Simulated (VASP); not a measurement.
Wanted: the native input for a VASP 6.6.1 run.

| Item | Value |
| --- | --- |
| Task | single point |
| Functional | PBE |
| Potentials or basis | VASP PAW PBE potentials, release 64 (Mg, Si) |
| Cutoff | 600 eV |
| k mesh | 6 × 6 × 6 |
| Occupations | gaussian, width 0.01 eV |
| Spin | no spin polarisation |
| Dipole correction | no |
| Further INCAR settings | ALGO = Normal; EDIFF = 1e-06; NBANDS = 11 |

The structure of Mg2Si lies in POSCAR:

```
Mg2Si
1.0
    0.0000000000      3.1698179195      3.1698179195
    3.1698179195      0.0000000000      3.1698179195
    3.1698179195      3.1698179195      0.0000000000
Mg Si
2 1
Direct
    0.2500000000      0.2500000000      0.2500000000
    0.7500000000      0.7500000000      0.7500000000
    0.0000000000      0.0000000000      0.0000000000
```

One way to write it, as run:

INCAR

```
SYSTEM = Mg2Si
ALGO = Normal ; EDIFF = 1E-6
ENCUT = 600 ; GGA = PE
GGA_COMPAT = .FALSE. ; ISIF = 2
ISMEAR = 0 ; LASPH = .TRUE.
LCHARG = .FALSE. ; LREAL = .FALSE.
LWAVE = .FALSE. ; NBANDS = 11
NELM = 120 ; PREC = Accurate
SIGMA = 0.01
```

KPOINTS

```
k-points
0
G
  6 6 6
  0 0 0
```

Potentials or basis: VASP PAW PBE potentials, release 64 (Mg, Si).

Run with:

```bash
$ cat potpaw_PBE.64/Mg/POTCAR potpaw_PBE.64/Si/POTCAR > POTCAR
$ mpirun -np 1 vasp_std > vasp.out
```

Results of the run:

The pressure is 0.5 GPa. The band gap on the k mesh is 0.19 eV, indirect (least direct gap 1.91 eV).

It took 9.9 s on 1 thread of AMD EPYC 9R45 96-Core Processor (Zen 5), on a shared host, peak memory 0.17 GiB.
